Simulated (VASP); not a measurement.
Cl, 2 atoms in the cell. It takes space group Fd-3m (No. 227, cubic). Conventional cell: a = 6.179 Å, b = 6.179 Å, c = 6.179 Å, α = 90.00°, β = 90.00°, γ = 90.00°. Cl (site symmetry -43m) has 4 Cl at 2.68 Å within 3.5 Å. 

```yaml
Program: VASP 6.6.1
Task: relaxation of cell and atoms
Functional: LDA
Potentials_or_basis: VASP PAW LDA potentials, release 64 (Cl)
Cutoff: 600 eV
k_mesh: 12 × 12 × 12
Occupations: fermi-dirac, width 0.05 eV
Spin: no spin polarisation
Dipole_correction: no
Further_INCAR_settings: ALGO = Normal; EDIFF = 1e-06; IBRION = 2; EDIFFG = -0.01; NSW = 80; ISIF = 3
```

Potentials or basis: VASP PAW LDA potentials, release 64 (Cl).

Run with:

```bash
$ cat potpaw_LDA.64/Cl/POTCAR > POTCAR
$ mpirun -np 1 vasp_std > vasp.out
```

Hardware: 1 thread of Intel(R) Xeon(R) Platinum 8259CL CPU @ 2.50GHz (Skylake/Cascade Lake) (shared host).

Q: Estimate the wall time of this run.

A: It took 31 s on 1 thread of Intel(R) Xeon(R) Platinum 8259CL CPU @ 2.50GHz (Skylake/Cascade Lake), with other jobs on the host, peak memory 0.18 GiB. Counts: scf iterations 9, k points 72, ion steps 1.
